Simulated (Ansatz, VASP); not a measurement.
**One calculation of CaOs, two programs**

```
Ca Os
1.0
     3.21271    0.00000    0.00000
     0.00000    3.21271    0.00000
     0.00000    0.00000    4.21094
Ca Os
1 1
Cartesian
  1.6064 1.6064 2.1055
  0.0000 0.0000 0.0000
```

Alike in both runs: task relaxation of cell and atoms; functional PBE; k mesh 6 × 6 × 4; occupations gaussian, width 0.1 eV; no spin polarisation.

|  | VASP | Ansatz |
| --- | --- | --- |
| version | VASP 6.6.1 | Ansatz 0.2.0 |
| potentials or method | VASP PAW PBE potentials, release 64 (Ca_sv, Os), cutoff 600 eV | scalar-relativistic, plane waves, PAW |
| valence electrons in the cell | 18 | 26 |

VASP gave:

```
gap on the k mesh at the Fermi level, each at its own relaxed structure (eV) : none
relaxed volume (Å³/atom)                                                     : 19.14
relaxed length of the cell vector where the two differ most in proportion (Å)              : 4.612
```

Q: Which values does Ansatz return?

A: gap on the k mesh at the Fermi level, each at its own relaxed structure (eV): none; relaxed volume (Å³/atom): 19.12; relaxed length of the cell vector where the two differ most in proportion (Å): 4.640.

A gap of «none» marks a metal or a gap that the smearing closes. VASP's potentials hold 18 valence electrons a cell and Ansatz's 26, so a difference there can come from the potentials and not from the codes.

The k mesh is coarse, so the values compare programs but aren't converged. Spin-orbit coupling is off throughout.
